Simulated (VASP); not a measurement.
Crystal: PbS.

```xyz
2
Lattice="0.0000 2.9275 2.9275 2.9275 0.0000 2.9275 2.9275 2.9275 0.0000" Properties=species:S:1:pos:R:3 pbc="T T T"
Pb    0.0000    0.0000    0.0000
S     2.9275    2.9275    2.9275
```

This cell differs from its parent crystal: strain -2.0%.

Base run:

```yaml
Program: VASP 6.6.1
Functional: PBE
Potentials_or_basis: VASP PAW PBE potentials, release 64 (Pb_d, S)
Cutoff: 520 eV
k_mesh: 8 × 8 × 8
Occupations: fermi-dirac, width 0.02 eV
Spin: no spin polarisation
```

Its results: band gap on the k mesh 0.21 eV, direct; pressure 4.8 GPa.

Q: The run is repeated on the same cell with these changes: functional from PBE to r2SCAN; occupations from fermi-dirac, width 0.02 eV to gaussian, width 0.01 eV. What comes out?

A: Band gap on the k mesh 0.46 eV, direct; pressure 4.0 GPa.

Caveats: spin-orbit coupling is left out, which moves the levels of the heavy elements; the PAW data sets were made with another functional, which shifts forces and pressure a little (some runs).

A k mesh can miss the band edges.
